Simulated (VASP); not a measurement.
Mg: relaxation of cell and atoms with PBE

The system is Mg.

```xyz
1
Lattice="-1.5428 1.5428 1.4425 1.5428 -1.5428 1.4425 1.5428 1.5428 -1.4425" Properties=species:S:1:pos:R:3 pbc="T T T"
Mg    0.0000    0.0000    0.0000
```

```json
{"Program": "VASP 6.6.1", "Task": "relaxation of cell and atoms", "Functional": "PBE", "Potentials or basis": "VASP PAW PBE potentials, release 64 (Mg)", "Cutoff": "600 eV", "k mesh": "10 × 10 × 10", "Occupations": "gaussian, width 0.1 eV", "Spin": "no spin polarisation", "Dipole correction": "no", "Further INCAR settings": "ALGO = Fast; EDIFF = 1e-06; IBRION = 2; EDIFFG = -0.05; NSW = 80; ISIF = 3"}
```

```yaml
Relaxed_volume: 22.96 Å³/atom
Relaxed_cell: a = 3.104 Å, b = 3.104 Å, c = 3.104 Å, α = 107.92°, β = 107.92°, γ = 112.61°
Space_group_after_relaxing_to_0.05_Å: I4/mmm (No. 139)
Energy_gained_by_relaxing: 941.0 meV/atom
Ionic_steps: 4
Pressure_after_relaxing: 0.0 GPa
Band_gap_on_the_k_mesh: zero (band 1 reaches 6.06 eV, above the bottom of band 2 at 1.46 eV)
```

Stress tensor (GPa, compression positive):
```
-0.14  0.00  0.00
 0.00 -0.14  0.00
 0.00  0.00  0.16
```

The path:
| step | energy change (eV) | largest force (eV/Å) | pressure (GPa) | volume (Å³) |
| --- | --- | --- | --- | --- |
| 1 | 0.0000 | 0.0000 | 50.01 | 13.73 |
| 2 | -0.9346 | 0.0000 | -1.63 | 24.14 |
| 3 | -0.9401 | 0.0000 | 0.66 | 22.53 |
| 4 | -0.9410 | 0.0000 | -0.04 | 22.96 |

Final structure:
```
Mg
1.0
    -1.82600    1.82600    1.72185
     1.82600   -1.82600    1.72185
     1.82600    1.82600   -1.72185
Mg
1
Direct
  0.00000 0.00000 0.00000
```

Levels at points of the mesh, in eV from the Fermi level:
```tsv
k point	band 1	band 2	band 3	band 4	band 5
(0.00, 0.00, 0.00)	-7.06	12.14	13.34	13.34	14.26
(0.50, 0.00, 0.00)	-1.51	-0.88	8.19	8.91	9.72
(0.50, 0.50, 0.00)	-1.77	-1.30	9.23	9.90	10.86
(0.50, 0.50, 0.50)	3.29	3.29	3.61	4.05	4.69
```

Wall time 12 s on 1 thread of Intel(R) Xeon(R) Platinum 8375C CPU @ 2.90GHz (Ice Lake), on a shared host, peak memory 0.15 GiB.

Caveat: the volume moved by over 15 % at a fixed basis, so the end points are rough.
